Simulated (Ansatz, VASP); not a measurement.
GaN: VASP beside Ansatz

File INCAR:

```
PREC = Accurate
ENCUT = 520
EDIFF = 1E-7
ISMEAR = 0
SIGMA = 0.02
LREAL = F
LASPH = T
NELM = 60
ALGO = Normal
ISIF = 2
LWAVE = F
LCHARG = F
GGA = CA
NBANDS = 16
```

KPOINTS

```
regular mesh
0
Gamma
  10 10 10
```

POSCAR

```
GaN
1.0
    0.0000000000      2.2742265177      2.2742265177
    2.2742265177      0.0000000000      2.2742265177
    2.2742265177      2.2742265177      0.0000000000
Ga N
1 1
Direct
    0.0000000000      0.0000000000      0.0000000000
    0.7500000000      0.7500000000      0.7500000000
```

Input for Ansatz:

```yaml
crystal:
  lattice:
    - [0.0, 2.2742265177, 2.2742265177]
    - [2.2742265177, 0.0, 2.2742265177]
    - [2.2742265177, 2.2742265177, 0.0]
  atoms:
    - { symbol: Ga, position: [0.0, 0.0, 0.0] }
    - { symbol: "N", position: [0.75, 0.75, 0.75] }
basis:
  ecutwfc: 420
kpoints:
  mp_grid: { grid: [10, 10, 10] }
  band_path:
    path:
      - [[0.0, 0.0, 0.0], [-0.5, -0.5, 0.0], [-0.375, -0.375, 0.25]]
      - [[-0.375, 0.0, 0.375], [0.0, 0.0, 0.0], [0.0, 0.0, 0.5], [-0.5, -0.25, 0.25], [-0.5, -0.5, 0.0]]
    npoints: 14
hamiltonian:
  xc: lda
scf:
  occupations: { method: gaussian, width: 0.02 }
  n_extra_bands: 6
output:
  forces: true
  stress: true
  eigenvalues: true
  populations: true
  dos: { projected: true, de: 0.02, nscf_kmesh: { grid: [15, 15, 15] } }
  bader: true
  write_density: true
  write_potential: true
  elf: true
  volumetric_format: npy
```

Alike in both runs: task single point; functional LDA; k mesh 10 × 10 × 10; occupations gaussian, width 0.02 eV; no spin polarisation.

|  | VASP | Ansatz |
| --- | --- | --- |
| version | VASP 6.6.1 | Ansatz 0.2.0 |
| potentials or method | VASP PAW LDA potentials, release 64 (Ga_d, N), cutoff 520 eV | scalar-relativistic, plane waves, PAW |
| valence electrons in the cell | 18 | 18 |

Ansatz gave:

```
gap on the k mesh at the Fermi level (eV) : 1.55
least direct gap on the mesh (eV)         : 1.55
pressure (GPa)                            : -11.0
```

**Question.** Which values does VASP return?

**Answer.** gap on the k mesh at the Fermi level (eV): 1.57; least direct gap on the mesh (eV): 1.57; pressure (GPa): -10.1.

LDA's correlation is that of Perdew and Zunger in VASP and of Perdew and Wang (1992) in Ansatz.
